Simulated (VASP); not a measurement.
Here is a VASP 6.6.1 calculation.

POSCAR

```
KBr
1.0
    0.0000000000      3.1608000000      3.0291000000
    3.1608000000      0.0000000000      3.0291000000
    3.1608000000      3.1608000000      0.0000000000
K Br
1 1
Direct
    0.0000000000      0.0000000000      0.0000000000
    0.5000000000      0.5000000000      0.5000000000
```

The input INCAR.step1:

```
PREC     = Accurate       # precision mode
ENCUT    = 520            # plane-wave cutoff, eV
ISMEAR   = 0              # smearing method
SIGMA    = 0.05           # smearing width, eV
LREAL    = F              # projectors in reciprocal space
LASPH    = T              # aspherical terms in the spheres
NELM     = 80             # most SCF steps
NBANDS   = 15             # bands
GGA      = PE             # functional
ALGO     = Normal         # electronic algorithm
EDIFF    = 1E-4           # SCF threshold, eV
LWAVE    = T              # write WAVECAR
LCHARG   = F              # write CHGCAR
```

File INCAR.step2:

```
PREC     = Accurate       # precision mode
ENCUT    = 520            # plane-wave cutoff, eV
EDIFF    = 1E-6           # SCF threshold, eV
ISMEAR   = 0              # smearing method
SIGMA    = 0.05           # smearing width, eV
LREAL    = F              # projectors in reciprocal space
LASPH    = T              # aspherical terms in the spheres
NELM     = 80             # most SCF steps
ALGO     = Normal         # electronic algorithm
ISIF     = 2              # what is computed and relaxed
LWAVE    = F              # write WAVECAR
LCHARG   = F              # write CHGCAR
METAGGA  = R2SCAN         # meta-GGA
LMIXTAU  = T            
NBANDS   = 15             # bands
ISTART   = 1
```

Contents of KPOINTS:

```
regular mesh
0
Gamma
  6 6 6
```

Potentials or basis: VASP PAW PBE potentials, release 64 (K_sv, Br).

The run is started by

```console
$ cat potpaw_PBE.64/K_sv/POTCAR potpaw_PBE.64/Br/POTCAR > POTCAR
$ cp INCAR.step1 INCAR
$ mpirun -np 1 vasp_std > vasp.out
$ cp INCAR.step2 INCAR
$ mpirun -np 1 vasp_std > vasp.out
```

(1) What does it give for the pressure?

(2) What does it give for the band gap on the k mesh?

Answers

(1) 4.5 GPa.

(2) 5.57 eV, direct.

Caveat: the cell differs from its parent crystal (strain -0.040 along x and y, -0.080 along z); the PAW data sets were made with another functional, which shifts forces and pressure a little.
